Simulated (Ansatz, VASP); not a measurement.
Two plane-wave programs on BeS

The input INCAR:

```
SYSTEM = BeS
  ALGO = Normal
  EDIFF = 1E-7
  ENCUT = 520
  GGA = PE
  ISIF = 2
  ISMEAR = -1
  LASPH = .True.
  LCHARG = .True.
  LELF = .True.
  LREAL = .False.
  LVHAR = .True.
  LWAVE = .False.
  NBANDS = 11
  NELM = 80
  PREC = Accurate
  SIGMA = 0.02
```

KPOINTS

```
k-points
0
Gamma
  10 10 10
  0 0 0
```

File POSCAR:

```
BeS
1.0
    0.0000000000      2.3802646320      2.4343062304
    2.3802646320      0.0000000000      2.4343062304
    2.3802646320      2.3802646320      0.0000000000
Be S
1 1
Direct
    0.0000000000      0.0000000000      0.0000000000
    0.2500000000      0.2500000000      0.2500000000
```

Input for Ansatz:

```yaml
crystal:
  lattice:
    - [0.0, 2.380264632, 2.4343062304]
    - [2.380264632, 0.0, 2.4343062304]
    - [2.380264632, 2.380264632, 0.0]
  atoms:
    - { symbol: Be, position: [0.0, 0.0, 0.0] }
    - { symbol: S, position: [0.25, 0.25, 0.25] }
kpoints:
  mp_grid: { grid: [10, 10, 10] }
  band_path:
    path:
      - [0.0, 0.0, 0.0]
      - [-0.5, -0.5, 0.0]
      - [-0.375, -0.375, 0.25]
      - [-0.375, 0.0, 0.375]
      - [0.0, 0.0, 0.5]
      - [-0.5, -0.25, 0.25]
      - [-0.0375, 0.0, 0.0375]
      - [0.0, 0.5, 0.5]
    npoints: 1
hamiltonian:
  xc: pbe
scf:
  occupations: { method: fermi_dirac, width: 0.02 }
  n_extra_bands: 4
output:
  forces: true
  stress: true
  eigenvalues: true
```

Change from the starting cell: biaxial_xy strain -2.2%.

Alike in both runs: task single point; functional PBE; k mesh 10 × 10 × 10; occupations fermi-dirac, width 0.02 eV; no spin polarisation.

|  | VASP | Ansatz |
| --- | --- | --- |
| version | VASP 6.6.1 | Ansatz 0.2.0 |
| potentials or method | VASP PAW PBE potentials, release 64 (Be, S) | plane waves, PAW |
| plane-wave cutoff (eV) | 520 | 420 |
| valence electrons in the cell | 8 | 8 |

```csv
,VASP,Ansatz,Ansatz less VASP
gap on the k mesh at the Fermi level (eV),2.93,2.93,-0.001
pressure (GPa),5.0,5.0,0.00
"traceless stress, the component that is largest in VASP (GPa)",-1.54,-1.55,-0.006
```
